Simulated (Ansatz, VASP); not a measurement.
## Ag in VASP and in Ansatz

Contents of INCAR:

```
PREC     = Accurate       # precision mode
ENCUT    = 600            # plane-wave cutoff, eV
EDIFF    = 1E-7           # SCF threshold, eV
ISMEAR   = 0              # smearing method
SIGMA    = 0.1            # smearing width, eV
LREAL    = F              # projectors in reciprocal space
LASPH    = T              # aspherical terms in the spheres
NELM     = 80             # most SCF steps
ALGO     = Fast           # electronic algorithm
ISIF     = 3              # what is computed and relaxed
LWAVE    = F              # write WAVECAR
LCHARG   = F              # write CHGCAR
GGA      = PE             # functional
IBRION   = 2              # ionic algorithm
NSW      = 90             # ionic steps
EDIFFG   = -0.04          # ionic threshold
```

File KPOINTS:

```
Automatic mesh
0
Gamma
  4 4 6
```

File POSCAR:

```
Ag
1.0
    5.2374008988      0.0000000000      0.0000000000
    2.0912233834      4.9579411552      0.0000000000
   -1.7377043604      0.3998358730      3.4124928654
Ag
4
Direct
    0.4795364818      0.6949442147      0.3983005289
    0.2225240285      0.3517097181      0.5028581707
    0.7566711190      0.1403208300      0.2118022165
    0.9782763426      0.5508210738      0.9098861742
```

Input for Ansatz:

```yaml
crystal:
  lattice:
    - [5.2374008988, 0.0, 0.0]
    - [2.0912233834, 4.9579411552, 0.0]
    - [-1.7377043604, 0.399835873, 3.4124928654]
  atoms:
    - { symbol: Ag, position: [0.4795364818, 0.6949442147, 0.3983005289] }
    - { symbol: Ag, position: [0.2225240285, 0.3517097181, 0.5028581707] }
    - { symbol: Ag, position: [0.756671119, 0.14032083, 0.2118022165] }
    - { symbol: Ag, position: [0.9782763426, 0.5508210738, 0.9098861742] }
basis:
  ecutwfc: 420
kpoints:
  mp_grid: { grid: [4, 4, 6] }
hamiltonian:
  xc: pbe
scf:
  occupations: { method: gaussian, width: 0.1 }
  lower_state_search: "off"
output:
  forces: true
  stress: true
  eigenvalues: true
relax:
  adjacent_minimum: "off"
  f_tol: 0.04
  max_steps: 70
  cell: { stress_tol: 0.4 }
```

Alike in both runs: task relaxation of cell and atoms; functional PBE; k mesh 4 × 4 × 6; occupations gaussian, width 0.1 eV; no spin polarisation.

```csv
,VASP,Ansatz
version,VASP 6.6.1,Ansatz 0.2.0
potentials or method,"VASP PAW PBE potentials, release 64 (Ag), cutoff 600 eV","scalar-relativistic, plane waves, PAW"
valence electrons in the cell,44,76
```

```tsv
	VASP	Ansatz	Ansatz less VASP
gap on the k mesh at the Fermi level, each at its own relaxed structure (eV)	none	none	-
relaxed volume (Å³/atom)	17.75	17.81	+0.051
relaxed length of the cell vector where the two differ most in proportion (Å)	4.191	4.173	-0.0174
```

A gap of «none» marks a metal or a gap that the smearing closes. VASP's potentials hold 44 valence electrons a cell and Ansatz's 76, so a difference there can come from the potentials and not from the codes.

The k mesh is coarse, so the values compare programs but aren't converged. Noted on VASP's run: the volume moved by over 15 % at a fixed basis, so the end points are rough.
